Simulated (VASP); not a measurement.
# NaCl (Pm-3m) in VASP: a series of runs

The runs below take NaCl through single point, with LDA.

Everything below comes from runs of VASP 6.6.1. Logs are shortened: lines on timing, memory, paths and dates and some standing lists are left out, and cuts for length are marked.

## Step 1: The cell of the first run

The structure is cubic, space group Pm-3m (No. 221). Conventional cell: a = 3.455 Å, b = 3.455 Å, c = 3.455 Å, α = 90.00°, β = 90.00°, γ = 90.00°. Within 3.9 Å of Cl (site symmetry m-3m) lie 8 Na at 2.99 Å and 6 Cl at 3.45 Å. Na (site symmetry m-3m) has 8 Cl at 2.99 Å and 6 Na at 3.45 Å within 3.9 Å.

## Step 2: Single point, LDA

Input file INCAR:

```
PREC     = Accurate       # precision mode
ENCUT    = 520            # plane-wave cutoff, eV
EDIFF    = 1E-6           # SCF threshold, eV
ISMEAR   = -1             # smearing method
SIGMA    = 0.05           # smearing width, eV
LREAL    = False          # projectors in reciprocal space
LASPH    = True           # aspherical terms in the spheres
NELM     = 60             # most SCF steps
ALGO     = Normal         # electronic algorithm
ISIF     = 2              # what is computed and relaxed
LWAVE    = False          # write WAVECAR
LCHARG   = True           # write CHGCAR
LELF     = True           # ELF
LVHAR    = True         
NBANDS   = 14             # bands
```

Input file KPOINTS:

```
Automatic mesh
0
Gamma
  8 8 8
```

Input file POSCAR:

```
NaCl
1.0
    3.4548573058      0.0000000000      0.0000000000
    0.0000000000      3.4548573058      0.0000000000
    0.0000000000      0.0000000000      3.4548573058
Cl Na
1 1
Direct
    0.5000000000      0.5000000000      0.5000000000
    0.0000000000      0.0000000000      0.0000000000
```

Potentials or basis: VASP PAW LDA potentials, release 64 (Cl, Na_pv).

The run is started by

```
> cat potpaw_LDA.64/Cl/POTCAR potpaw_LDA.64/Na_pv/POTCAR > POTCAR
> mpirun -np 1 vasp_std > vasp.out
```

OUTCAR:

```text
PREC = Accurate
   ENCUT = 520
   EDIFF = 1E-6
   ISMEAR = -1
   LREAL = False
   LASPH = True
   NELM = 60
   ISIF = 2

 ion  position               nearest neighbor table
   1  0.500  0.500  0.500-
   2  0.000  0.000  0.000-

  LATTYP: Found a simple cubic cell.
 ALAT       =     3.4548573058

  Lattice vectors:

 A1 = (   3.4548573058,   0.0000000000,   0.0000000000)
 A2 = (   0.0000000000,   3.4548573058,   0.0000000000)
 A3 = (   0.0000000000,   0.0000000000,   3.4548573058)

Analysis of symmetry for initial positions (statically):
=====================================================================
 Subroutine PRICEL returns:
 Original cell was already a primitive cell.

 Routine SETGRP: Setting up the symmetry group for a
 simple cubic supercell.

 Subroutine GETGRP returns: Found 48 space group operations
 (whereof 48 operations were pure point group operations)
 out of a pool of 48 trial point group operations.

The static configuration has the point symmetry O_h .

Analysis of symmetry for dynamics (positions and initial velocities):
=====================================================================
 Subroutine PRICEL returns:
 Original cell was already a primitive cell.

 Routine SETGRP: Setting up the symmetry group for a
 simple cubic supercell.

 Subroutine GETGRP returns: Found 48 space group operations
 (whereof 48 operations were pure point group operations)
 out of a pool of 48 trial point group operations.

The dynamic configuration has the point symmetry O_h .

 Subroutine INISYM returns: Found 48 space group operations
 (whereof 48 operations are pure point group operations),
 and found     1 'primitive' translations

----------------------------------------------------------------------------------------

                                     Primitive cell

  volume of cell :      41.2373

  direct lattice vectors                    reciprocal lattice vectors
     3.454857306  0.000000000  0.000000000     0.289447555  0.000000000  0.000000000
     0.000000000  3.454857306  0.000000000     0.000000000  0.289447555  0.000000000
     0.000000000  0.000000000  3.454857306     0.000000000  0.000000000  0.289447555

  length of vectors
     3.454857306  3.454857306  3.454857306     0.289447555  0.289447555  0.289447555

  position of ions in fractional coordinates (direct lattice)
     0.500000000  0.500000000  0.500000000
     0.000000000  0.000000000  0.000000000

  ion indices of the primitive-cell ions
   primitive index   ion index
                 1           1
                 2           2

----------------------------------------------------------------------------------------

 KPOINTS: Automatic mesh

Automatic generation of k-mesh.
 Grid dimensions read from file:
 generate k-points for:    8    8    8

 Generating k-lattice:

  Cartesian coordinates                     Fractional coordinates (reciprocal lattice)
     0.036180944  0.000000000  0.000000000     0.125000000  0.000000000  0.000000000
     0.000000000  0.036180944  0.000000000     0.000000000  0.125000000  0.000000000
     0.000000000  0.000000000  0.036180944     0.000000000  0.000000000  0.125000000

  Length of vectors
     0.036180944  0.036180944  0.036180944

  Shift w.r.t. Gamma in fractional coordinates (k-lattice)
     0.000000000  0.000000000  0.000000000

 Subroutine IBZKPT returns following result:
 ===========================================

 Found     35 irreducible k-points:

 Following reciprocal coordinates:
            Coordinates               Weight
  0.000000  0.000000  0.000000      1.000000
  0.125000  0.000000  0.000000      6.000000
  0.250000  0.000000  0.000000      6.000000
  0.375000  0.000000  0.000000      6.000000
  0.500000  0.000000  0.000000      3.000000
  0.125000  0.125000  0.000000     12.000000
[... 16 lines left out ...]
  0.375000  0.375000  0.125000     24.000000
  0.500000  0.375000  0.125000     24.000000
 [... further k-points ...]
   k-points           NKPTS =     35   k-points in BZ     NKDIM =     35   number of bands    NBANDS=     14
   number of dos      NEDOS =    301   number of ions     NIONS =      2
   total plane-waves  NPLWV =  21952
   dimension x,y,z NGX =    28 NGY =   28 NGZ =   28
   dimension x,y,z NGXF=    56 NGYF=   56 NGZF=   56
   ions per type =               1   1
   NGX,Y,Z   is equivalent  to a cutoff of  13.47, 13.47, 13.47 a.u.
   NGXF,Y,Z  is equivalent  to a cutoff of  26.95, 26.95, 26.95 a.u.
 SYSTEM =  unknown system
   PREC   = accura    normal or accurate (medium, high low for compatibility)
   ISTART =      0    job   : 0-new  1-cont  2-samecut
   ICHARG =      2    charge: 1-file 2-atom 10-const
   ISPIN  =      1    spin polarized calculation?
   LNONCOLLINEAR =      F non collinear calculations
   LSORBIT =      F    spin-orbit coupling
   LASPH  =      T    aspherical Exc in radial PAW
   ENCUT  =  520.0 eV  38.22 Ry    6.18 a.u.   6.42  6.42  6.42*2*pi/ulx,y,z
   NELM   =     60;   NELMIN=  2; NELMDL= -5     # of ELM steps
   EDIFF  = 0.1E-05   stopping-criterion for ELM
   LREAL  =      F    real-space projection
   EDIFFG = 0.1E-04   stopping-criterion for IOM
   NSW    =      0    number of steps for IOM
   IBRION =     -1    ionic relax: 0-MD 1-quasi-New 2-CG
   NFREE  =      0    steps in history (QN), initial steepest desc. (CG)
   ISIF   =      2    stress and relaxation
   ISYM   =      2    0-nonsym 1-usesym 2-fastsym
   POTIM  = 0.5000    time-step for ionic-motion
   TEBEG  =    0.0;   TEEND  =   0.0 temperature during run
   PSTRESS=    0.0 pullay stress
   NELECT =      14.0000    total number of electrons
   NUPDOWN=      -1.0000    fix difference up-down
   EMIN   =  10.00;   EMAX   =-10.00  energy-range for DOS
   EFERMI =   0.00;   METHOD = LEGACY
   ISMEAR =    -1;   SIGMA  =   0.05  broadening in eV -4-tet -1-fermi 0-gaus
   EFERMI_NEDOS =   21; number of points for ismear=-14 and -15
   IALGO  =     38    algorithm
   IMIX   =      4    mixing-type and parameters
     AMIX     =   0.40;   BMIX     =  1.00
     AMIX_MAG =   1.60;   BMIX_MAG =  1.00
  volume/ion in A,a.u.               =      20.62       139.14
  Fermi-wavevector in a.u.,A,eV,Ry     =   1.142056  2.158173 17.745968  1.304292
  Thomas-Fermi vector in A             =   2.278755
   LORBIT       =      0    0 simple, 1 ext, 2 COOP (PROOUT), +10 PAW based schemes
   GGA     = CA    functional components
   LHFCALC =     F    Hartree Fock is set to
   AEXX    =    0.0000 exact exchange contribution
   IVDW    =     0    specifies the selected vdW correction
   LEPSILON=     F    determine dielectric tensor
   LRPA    =     F    only Hartree local field effects (RPA)
 non-spin polarized calculation
  energy-cutoff  :      520.00
  volume of cell :       41.24
 maximum number of plane-waves:      1141
 NGX is ok and might be reduce to    28
   NGX = 13   NGY = 13   NGZ = 13

 number of electron      13.9999992 magnetization

 Free energy of the ion-electron system (eV)
  ---------------------------------------------------
  ext. energy  EPLUGINS =         0.00000000
  ---------------------------------------------------
  free energy    TOTEN  =        -7.10070788 eV

  energy without entropy =       -7.10070788  energy(sigma->0) =       -7.10070788

 E-fermi :   1.5526     XC(G=0):  -9.1347

 val. band max:        0.5057460034   @ k =   0.5000   0.5000   0.0000
 cond. band min:       4.2459469610   @ k =   0.0000   0.0000   0.0000
 fundamental gap:      3.7402009576
 Fermi energy:         1.5525586130

 k-point     1 :       0.0000    0.0000    0.0000
  band No.  band energies     occupation
      1     -21.4631      2.00000
      2     -21.4631      2.00000
      3     -21.4631      2.00000
      4     -12.9550      2.00000
      5      -0.0385      2.00000
      6      -0.0385      2.00000
      7      -0.0385      2.00000
      8       4.2459      0.00000
      9       8.7376      0.00000
     10       8.7376      0.00000
     11      16.1539      0.00000
     12      16.1540      0.00000
     13      16.1542      0.00000
     14      16.4771      0.00000

 k-point     2 :       0.1250    0.0000    0.0000
  band No.  band energies     occupation
      1     -21.4706      2.00000
      2     -21.4625      2.00000
      3     -21.4625      2.00000
      4     -12.8984      2.00000
      5      -0.5910      2.00000
      6      -0.0026      2.00000
      7      -0.0026      2.00000
      8       4.7226      0.00000
      9       8.9157      0.00000
     10       9.1132      0.00000
     11      14.8030      0.00000
     12      14.8030      0.00000
     13      15.7269      0.00000
     14      16.6049      0.00000

 k-point     3 :       0.2500    0.0000    0.0000
  band No.  band energies     occupation
      1     -21.4887      2.00000
      2     -21.4608      2.00000
      3     -21.4608      2.00000
      4     -12.7557      2.00000
      5      -1.6165      2.00000
      6       0.0864      2.00000
      7       0.0864      2.00000
      8       5.6464      0.00000
      9       9.4369      0.00000
     10       9.6980      0.00000
     11      13.4474      0.00000
     12      13.4474      0.00000
     13      15.5595      0.00000
     14      15.9849      0.00000

 k-point     4 :       0.3750    0.0000    0.0000
  band No.  band energies     occupation
      1     -21.5066      2.00000
      2     -21.4592      2.00000
      3     -21.4592      2.00000
      4     -12.6040      2.00000
      5      -2.4332      2.00000
      6       0.1792      2.00000
      7       0.1792      2.00000
      8       6.6093      0.00000
      9       9.4771      0.00000
     10      10.2240      0.00000
     11      12.5297      0.00000
     12      12.5297      0.00000
     13      14.0966      0.00000
     14      17.0386      0.00000

 k-point     5 :       0.5000    0.0000    0.0000
  band No.  band energies     occupation
      1     -21.5140      2.00000
      2     -21.4586      2.00000
      3     -21.4586      2.00000
      4     -12.5381      2.00000
      5      -2.7370      2.00000
      6       0.2189      2.00000
      7       0.2189      2.00000
      8       7.1811      0.00000
      9       9.0283      0.00000
     10      10.7909      0.00000
     11      12.2065      0.00000
[... 276 lines left out ...]
 k-point    22 :       0.5000    0.2500    0.1250
  band No.  band energies     occupation
      1     -21.5069      2.00000
      2     -21.4798      2.00000
      3     -21.4628      2.00000
      4     -12.3503      2.00000
      5      -2.3092      2.00000
      6      -0.9687      2.00000
      7      -0.0255      2.00000
      8       7.2818      0.00000
      9       8.9553      0.00000
     10       9.8598      0.00000
     11      12.0690      0.00000
     12      13.5031      0.00000
     13      13.6751      0.00000
     14      17.6414      0.00000

 k-point    23 :       0.3750    0.3750    0.1250
  band No.  band energies     occupation
      1     -21.4974      2.00000
      2     -21.4957      2.00000
      3     -21.4619      2.00000
      4     -12.2902      2.00000
      5      -1.8450      2.00000
      6      -1.6986      2.00000
      7       0.0405      2.00000
      8       6.6043      0.00000
      9       9.3003      0.00000
     10      10.3289      0.00000
     11      11.5542      0.00000
     12      13.7307      0.00000
     13      13.9478      0.00000
     14      17.3316      0.00000

 k-point    24 :       0.5000    0.3750    0.1250
  band No.  band energies     occupation
      1     -21.5031      2.00000
      2     -21.4951      2.00000
      3     -21.4612      2.00000
      4     -12.2403      2.00000
      5      -2.0405      2.00000
      6      -1.6575      2.00000
      7       0.0923      2.00000
      8       6.2641      0.00000
      9       9.7367      0.00000
     10      10.0512      0.00000
     11      11.4293      0.00000
     12      13.9787      0.00000
     13      13.9946      0.00000
     14      16.8733      0.00000

 [... further k-points ...]
[... 5 lines left out ...]
  --------------------------------------------------------------------------------------
  -------------------------------------------------------------------------------------
  Total       -0.5716240     -0.5716240     -0.5716240     -0.0000000      0.0000000      0.0000000
  in kB      -22.2090869    -22.2090869    -22.2090869     -0.0000000      0.0000000      0.0000000
  external PRESSURE =     -22.2090869 kB  Pullay stress =       0.0000000 kB

 VOLUME and BASIS-vectors are now :
 -----------------------------------------------------------------------------
  energy-cutoff  :      520.00
  volume of cell :       41.24
      direct lattice vectors                 reciprocal lattice vectors
     3.454857306  0.000000000  0.000000000     0.289447555  0.000000000  0.000000000
     0.000000000  3.454857306  0.000000000     0.000000000  0.289447555  0.000000000
     0.000000000  0.000000000  3.454857306     0.000000000  0.000000000  0.289447555

 POSITION                                       TOTAL-FORCE (eV/Angst)
 -----------------------------------------------------------------------------------
      1.72743      1.72743      1.72743         0.000000      0.000000      0.000000
      0.00000      0.00000      0.00000         0.000000      0.000000      0.000000
 -----------------------------------------------------------------------------------
    total drift:                               -0.000000      0.000000      0.000000

  FREE ENERGIE OF THE ION-ELECTRON SYSTEM (eV)
  ---------------------------------------------------
  free  energy   TOTEN  =        -7.1007078811 eV

  energy  without entropy=       -7.1007078811  energy(sigma->0) =       -7.10070788
```

It took 16 s on 1 thread of AMD EPYC 7R43 (Zen 3), shared host; peak memory 0.1 GiB.

Results:

| Item | Value |
| --- | --- |
| Free energy | -7.1007 eV |
| Pressure | -2.2 GPa |
| Band gap on the k mesh | 3.74 eV, indirect (least direct gap 4.28 eV) |

Levels at points of the mesh, in eV from the valence-band top:
```tsv
k point	band 4	band 5	band 6	band 7	band 8	band 9	band 10	band 11
(0.00, 0.00, 0.00)	-13.46	-0.54	-0.54	-0.54	3.74	8.23	8.23	15.65
(0.50, 0.00, 0.00)	-13.04	-3.24	-0.29	-0.29	6.68	8.52	10.29	11.70
(0.50, 0.50, 0.00)	-12.74	-2.48	-2.48	0.00	5.19	9.68	10.90	10.90
(0.50, 0.50, 0.50)	-12.43	-2.03	-2.03	-2.03	6.77	6.77	6.77	11.60
```

A k mesh can miss the band edges.

## Step 3: Single point, LDA

This run uses another cell than the first one, of 21.05 Å³/atom, 1.021 times its volume.

Input file INCAR:

```
ALGO = Normal
EDIFF = 1E-7
ENCUT = 520
GGA = CA
ISIF = 2
ISMEAR = -1
LASPH = True
LCHARG = False
LREAL = False
LWAVE = False
NBANDS = 14
NELM = 60
PREC = Accurate
SIGMA = 0.05
```

Input file KPOINTS:

```
k-points
0
Gamma
  8 8 8
```

Input file POSCAR:

```
NaCl
1.0
    3.4786846609      0.0000000000      0.0000000000
    0.0000000000      3.4786846609      0.0000000000
    0.0000000000      0.0000000000      3.4786846609
Cl Na
1 1
Direct
    0.5000000000      0.5000000000      0.5000000000
    0.0000000000      0.0000000000      0.0000000000
```

Potentials or basis: VASP PAW LDA potentials, release 64 (Cl, Na_pv).

The run is started by

```
> cat potpaw_LDA.64/Cl/POTCAR potpaw_LDA.64/Na_pv/POTCAR > POTCAR
> mpirun -np 1 vasp_std > vasp.out
```

Run time: 16 s. Hardware: 1 thread of AMD EPYC 7R43 (Zen 3), shared host; peak memory 0.11 GiB.

Results (log left out):

```yaml
Free_energy: -7.0877 eV
Pressure: -2.7 GPa
Band_gap_on_the_k_mesh: 3.67 eV, indirect (least direct gap 4.20 eV)
```

Levels at points of the mesh, in eV from the valence-band top:
```tsv
k point	band 4	band 5	band 6	band 7	band 8	band 9	band 10	band 11
(0.00, 0.00, 0.00)	-13.38	-0.53	-0.53	-0.53	3.67	8.26	8.26	15.46
(0.50, 0.00, 0.00)	-12.99	-3.15	-0.28	-0.28	6.61	8.38	10.29	11.65
(0.50, 0.50, 0.00)	-12.70	-2.41	-2.41	0.00	5.19	9.63	10.77	10.77
(0.50, 0.50, 0.50)	-12.41	-1.96	-1.96	-1.96	6.78	6.78	6.78	11.44
```

A k mesh can miss the band edges. LDA gaps usually lie below the measured ones, often by a third to a half.
